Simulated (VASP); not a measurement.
# Y (Im-3m) in VASP: a series of runs

The runs below take Y through single point, relaxation of cell and atoms, with LDA.

Everything below comes from runs of VASP 6.6.1. Logs are shortened: lines on timing, memory, paths and dates and some standing lists are left out, and cuts for length are marked.

**1. The cell of the first run**

Symmetry: Im-3m, No. 229, cubic system. The conventional cell has a = 4.065 Å, b = 4.065 Å, c = 4.065 Å, α = 90.00°, β = 90.00°, γ = 90.00°. Within 4.6 Å of Y (site symmetry m-3m) lie 14 Y at 3.52 to 4.07 Å.

This isn't the form of Y at room conditions, which is hcp.

**2. Single point, LDA (33.59 Å³/atom)**

Input file INCAR:

```
PREC = Accurate
ENCUT = 520
EDIFF = 1E-7
ISMEAR = -1
SIGMA = 0.1
LREAL = F
LASPH = T
NELM = 80
ALGO = Normal
ISIF = 2
LWAVE = F
LCHARG = F
GGA = CA
NBANDS = 12
```

Input file KPOINTS:

```
regular mesh
0
Gamma
  13 13 13
```

Input file POSCAR:

```
Y
1.0
   -2.0325466275      2.0325466275      2.0325466275
    2.0325466275     -2.0325466275      2.0325466275
    2.0325466275      2.0325466275     -2.0325466275
Y
1
Direct
    0.0000000000      0.0000000000      0.0000000000
```

Potentials or basis: VASP PAW LDA potentials, release 64 (Y_sv).

The run is started by

```bash
$ cat potpaw_LDA.64/Y_sv/POTCAR > POTCAR
$ mpirun -np 1 vasp_std > vasp.out
```

OUTCAR:

```text
PREC = Accurate
   ENCUT = 520
   EDIFF = 1E-7
   ISMEAR = -1
   LREAL = F
   LASPH = T
   NELM = 80
   ISIF = 2
   GGA = CA

 ion  position               nearest neighbor table
   1  0.000  0.000  0.000-

  LATTYP: Found a body centered cubic cell.
 ALAT       =     4.0650932550

  Lattice vectors:

 A1 = (  -2.0325466275,   2.0325466275,   2.0325466275)
 A2 = (   2.0325466275,  -2.0325466275,   2.0325466275)
 A3 = (   2.0325466275,   2.0325466275,  -2.0325466275)

Analysis of symmetry for initial positions (statically):
=====================================================================
 Subroutine PRICEL returns:
 Original cell was already a primitive cell.

 Routine SETGRP: Setting up the symmetry group for a
 body centered cubic supercell.

 Subroutine GETGRP returns: Found 48 space group operations
 (whereof 48 operations were pure point group operations)
 out of a pool of 48 trial point group operations.

The static configuration has the point symmetry O_h .

Analysis of symmetry for dynamics (positions and initial velocities):
=====================================================================
 Subroutine PRICEL returns:
 Original cell was already a primitive cell.

 Routine SETGRP: Setting up the symmetry group for a
 body centered cubic supercell.

 Subroutine GETGRP returns: Found 48 space group operations
 (whereof 48 operations were pure point group operations)
 out of a pool of 48 trial point group operations.

The dynamic configuration has the point symmetry O_h .

 Subroutine INISYM returns: Found 48 space group operations
 (whereof 48 operations are pure point group operations),
 and found     1 'primitive' translations

----------------------------------------------------------------------------------------

                                     Primitive cell

  volume of cell :      33.5878

  direct lattice vectors                    reciprocal lattice vectors
    -2.032546627  2.032546627  2.032546627     0.000000000  0.245996817  0.245996817
     2.032546627 -2.032546627  2.032546627     0.245996817  0.000000000  0.245996817
     2.032546627  2.032546627 -2.032546627     0.245996817  0.245996817  0.000000000

  length of vectors
     3.520474028  3.520474028  3.520474028     0.347892034  0.347892034  0.347892034

  position of ions in fractional coordinates (direct lattice)
     0.000000000  0.000000000  0.000000000

  ion indices of the primitive-cell ions
   primitive index   ion index
                 1           1

----------------------------------------------------------------------------------------

 KPOINTS: regular mesh

Automatic generation of k-mesh.
 Grid dimensions read from file:
 generate k-points for:   13   13   13

 Generating k-lattice:

  Cartesian coordinates                     Fractional coordinates (reciprocal lattice)
     0.000000000  0.018922832  0.018922832     0.076923077  0.000000000  0.000000000
     0.018922832  0.000000000  0.018922832     0.000000000  0.076923077  0.000000000
     0.018922832  0.018922832  0.000000000     0.000000000  0.000000000  0.076923077

  Length of vectors
     0.026760926  0.026760926  0.026760926

  Shift w.r.t. Gamma in fractional coordinates (k-lattice)
     0.000000000  0.000000000  0.000000000

 Subroutine IBZKPT returns following result:
 ===========================================

 Found     84 irreducible k-points:

 Following reciprocal coordinates:
            Coordinates               Weight
  0.000000  0.000000  0.000000      1.000000
  0.076923  0.000000  0.000000     12.000000
  0.153846  0.000000  0.000000     12.000000
  0.230769  0.000000  0.000000     12.000000
  0.307692  0.000000  0.000000     12.000000
  0.384615  0.000000  0.000000     12.000000
[... 16 lines left out ...]
  0.153846  0.076923  0.076923     24.000000
  0.230769  0.076923  0.076923     24.000000
 [... further k-points ...]
   k-points           NKPTS =     84   k-points in BZ     NKDIM =     84   number of bands    NBANDS=     12
   number of dos      NEDOS =    301   number of ions     NIONS =      1
   total plane-waves  NPLWV =  21952
   dimension x,y,z NGX =    28 NGY =   28 NGZ =   28
   dimension x,y,z NGXF=    56 NGYF=   56 NGZF=   56
   ions per type =               1
   NGX,Y,Z   is equivalent  to a cutoff of  13.22, 13.22, 13.22 a.u.
   NGXF,Y,Z  is equivalent  to a cutoff of  26.44, 26.44, 26.44 a.u.
 SYSTEM =  unknown system
   PREC   = accura    normal or accurate (medium, high low for compatibility)
   ISTART =      0    job   : 0-new  1-cont  2-samecut
   ICHARG =      2    charge: 1-file 2-atom 10-const
   ISPIN  =      1    spin polarized calculation?
   LNONCOLLINEAR =      F non collinear calculations
   LSORBIT =      F    spin-orbit coupling
   LASPH  =      T    aspherical Exc in radial PAW
   ENCUT  =  520.0 eV  38.22 Ry    6.18 a.u.   6.55  6.55  6.55*2*pi/ulx,y,z
   NELM   =     80;   NELMIN=  2; NELMDL= -5     # of ELM steps
   EDIFF  = 0.1E-06   stopping-criterion for ELM
   LREAL  =      F    real-space projection
   EDIFFG = 0.1E-05   stopping-criterion for IOM
   NSW    =      0    number of steps for IOM
   IBRION =     -1    ionic relax: 0-MD 1-quasi-New 2-CG
   NFREE  =      0    steps in history (QN), initial steepest desc. (CG)
   ISIF   =      2    stress and relaxation
   ISYM   =      2    0-nonsym 1-usesym 2-fastsym
   POTIM  = 0.5000    time-step for ionic-motion
   TEBEG  =    0.0;   TEEND  =   0.0 temperature during run
   PSTRESS=    0.0 pullay stress
   NELECT =      11.0000    total number of electrons
   NUPDOWN=      -1.0000    fix difference up-down
   EMIN   =  10.00;   EMAX   =-10.00  energy-range for DOS
   EFERMI =   0.00;   METHOD = LEGACY
   ISMEAR =    -1;   SIGMA  =   0.10  broadening in eV -4-tet -1-fermi 0-gaus
   EFERMI_NEDOS =   21; number of points for ismear=-14 and -15
   IALGO  =     38    algorithm
   IMIX   =      4    mixing-type and parameters
     AMIX     =   0.40;   BMIX     =  1.00
     AMIX_MAG =   1.60;   BMIX_MAG =  1.00
  volume/ion in A,a.u.               =      33.59       226.66
  Fermi-wavevector in a.u.,A,eV,Ry     =   1.128440  2.132443 17.325349  1.273377
  Thomas-Fermi vector in A             =   2.265130
   LORBIT       =      0    0 simple, 1 ext, 2 COOP (PROOUT), +10 PAW based schemes
   GGA     = CA    functional components
   LHFCALC =     F    Hartree Fock is set to
   AEXX    =    0.0000 exact exchange contribution
   IVDW    =     0    specifies the selected vdW correction
   LEPSILON=     F    determine dielectric tensor
   LRPA    =     F    only Hartree local field effects (RPA)
 non-spin polarized calculation
  energy-cutoff  :      520.00
  volume of cell :       33.59
 maximum number of plane-waves:       935
 NGX is ok and might be reduce to    28
   NGX = 13   NGY = 13   NGZ = 13

 number of electron      11.0000000 magnetization

 Free energy of the ion-electron system (eV)
  ---------------------------------------------------
  ext. energy  EPLUGINS =         0.00000000
  ---------------------------------------------------
  free energy    TOTEN  =        -6.80298337 eV

  energy without entropy =       -6.71934308  energy(sigma->0) =       -6.76116323

 E-fermi :   2.8419     XC(G=0):  -9.5584

 val. band max:        2.8315848539   @ k =   0.3077   0.2308   0.1538
 cond. band min:       2.8469208076   @ k =   0.3846   0.2308  -0.0000
 fundamental gap:      0.0153359537
 Fermi energy:         2.8418526620

 k-point     1 :       0.0000    0.0000    0.0000
  band No.  band energies     occupation
      1     -39.8124      2.00000
      2     -19.6441      2.00000
      3     -19.6441      2.00000
      4     -19.6441      2.00000
      5      -1.9121      2.00000
      6       4.4091      0.00000
      7       4.4091      0.00000
      8       4.4091      0.00000
      9       6.3276      0.00000
     10       6.3276      0.00000
     11      13.0804      0.00000
     12      13.0804      0.00000

 k-point     2 :       0.0769    0.0000    0.0000
  band No.  band energies     occupation
      1     -39.8088      2.00000
      2     -19.6756      2.00000
      3     -19.6540      2.00000
      4     -19.6442      2.00000
      5      -1.7606      2.00000
      6       4.3016      0.00000
      7       4.3608      0.00000
      8       4.5545      0.00000
      9       6.1659      0.00000
     10       6.3256      0.00000
     11      13.2157      0.00000
     12      13.3660      0.00000

 k-point     3 :       0.1538    0.0000    0.0000
  band No.  band energies     occupation
      1     -39.7989      2.00000
      2     -19.7618      2.00000
      3     -19.6812      2.00000
      4     -19.6446      2.00000
      5      -1.3275      2.00000
      6       4.0268      0.00001
      7       4.1442      0.00000
      8       4.9832      0.00000
      9       5.9378      0.00000
     10       6.3370      0.00000
     11      13.4402      0.00000
     12      14.1690      0.00000

 k-point     4 :       0.2308    0.0000    0.0000
  band No.  band energies     occupation
      1     -39.7848      2.00000
      2     -19.8805      2.00000
      3     -19.7193      2.00000
      4     -19.6451      2.00000
      5      -0.6823      2.00000
      6       3.6847      0.00044
      7       3.7468      0.00023
      8       5.6708      0.00000
      9       5.9416      0.00000
     10       6.3973      0.00000
     11      13.1680      0.00000
     12      13.8587      0.00000

 k-point     5 :       0.3077    0.0000    0.0000
  band No.  band energies     occupation
      1     -39.7699      2.00000
      2     -20.0034      2.00000
      3     -19.7594      2.00000
      4     -19.6456      2.00000
      5       0.0362      2.00000
      6       3.3645      0.01069
      7       3.4062      0.00705
      8       6.1040      0.00000
      9       6.5269      0.00000
     10       6.5669      0.00000
     11      12.3315      0.00000
     12      12.5517      0.00000
[... 228 lines left out ...]
      1     -39.7422      2.00000
      2     -20.0413      2.00000
      3     -19.9610      2.00000
      4     -19.7086      2.00000
      5       2.0988      1.99882
      6       2.6463      1.75206
      7       2.8763      0.82944
      8       6.4268      0.00000
      9       6.6930      0.00000
     10       8.8515      0.00000
     11      10.0028      0.00000
     12      11.1737      0.00000

 k-point    22 :       0.0769    0.0769    0.0769
  band No.  band energies     occupation
      1     -39.7931      2.00000
      2     -19.8209      2.00000
      3     -19.6664      2.00000
      4     -19.6664      2.00000
      5      -1.0532      2.00000
      6       3.8502      0.00008
      7       3.8502      0.00008
      8       5.4126      0.00000
      9       6.1618      0.00000
     10       6.1618      0.00000
     11      13.7150      0.00000
     12      14.1875      0.00000

 k-point    23 :       0.1538    0.0769    0.0769
  band No.  band energies     occupation
      1     -39.7804      2.00000
      2     -19.9205      2.00000
      3     -19.7065      2.00000
      4     -19.6690      2.00000
      5      -0.4234      2.00000
      6       3.4908      0.00303
      7       3.4987      0.00280
      8       6.0911      0.00000
      9       6.1790      0.00000
     10       6.3796      0.00000
     11      13.5224      0.00000
     12      13.7979      0.00000

 k-point    24 :       0.2308    0.0769    0.0769
  band No.  band energies     occupation
      1     -39.7669      2.00000
      2     -20.0156      2.00000
      3     -19.7574      2.00000
      4     -19.6717      2.00000
      5       0.3019      2.00000
      6       3.1896      0.05991
      7       3.2034      0.05242
      8       6.2113      0.00000
      9       6.5743      0.00000
     10       7.0712      0.00000
     11      12.3228      0.00000
     12      12.6154      0.00000

 [... further k-points ...]

------------------------ aborting loop because EDIFF is reached ----------------------------------------

  FORCE on cell =-STRESS in cart. coord.  units (eV):
  Direction    XX          YY          ZZ          XY          YZ          ZX
  --------------------------------------------------------------------------------------
  -------------------------------------------------------------------------------------
  Total       -0.8762150     -0.8762150     -0.8762150      0.0000000      0.0000000      0.0000000
  in kB      -41.7964796    -41.7964796    -41.7964796      0.0000000      0.0000000      0.0000000
  external PRESSURE =     -41.7964796 kB  Pullay stress =       0.0000000 kB

 VOLUME and BASIS-vectors are now :
 -----------------------------------------------------------------------------
  energy-cutoff  :      520.00
  volume of cell :       33.59
      direct lattice vectors                 reciprocal lattice vectors
    -2.032546627  2.032546627  2.032546627     0.000000000  0.245996817  0.245996817
     2.032546627 -2.032546627  2.032546627     0.245996817  0.000000000  0.245996817
     2.032546627  2.032546627 -2.032546627     0.245996817  0.245996817  0.000000000

 POSITION                                       TOTAL-FORCE (eV/Angst)
 -----------------------------------------------------------------------------------
      0.00000      0.00000      0.00000        -0.000000      0.000000     -0.000000
 -----------------------------------------------------------------------------------
    total drift:                               -0.000000     -0.000000     -0.000000

  FREE ENERGIE OF THE ION-ELECTRON SYSTEM (eV)
  ---------------------------------------------------
  free  energy   TOTEN  =        -6.8029833735 eV

  energy  without entropy=       -6.7193430824  energy(sigma->0) =       -6.76116323
```

It took 25 s on 1 thread of Intel Xeon Platinum 8259CL at 2.50GHz (Skylake/Cascade Lake), shared host; peak memory 0.18 GiB.

What came out:

```
Free energy            : -6.8030 eV
Pressure               : -4.2 GPa
Band gap on the k mesh : zero (an odd number of electrons rules out a gap without spin polarisation)
```

Levels at points of the mesh, in eV from the Fermi level:
| k point | band 3 | band 4 | band 5 | band 6 | band 7 | band 8 |
| --- | --- | --- | --- | --- | --- | --- |
| (0.00, 0.00, 0.00) | -22.49 | -22.49 | -4.75 | 1.57 | 1.57 | 1.57 |

Caveat: the cell stands under tension.

[end of part 1 of 2]
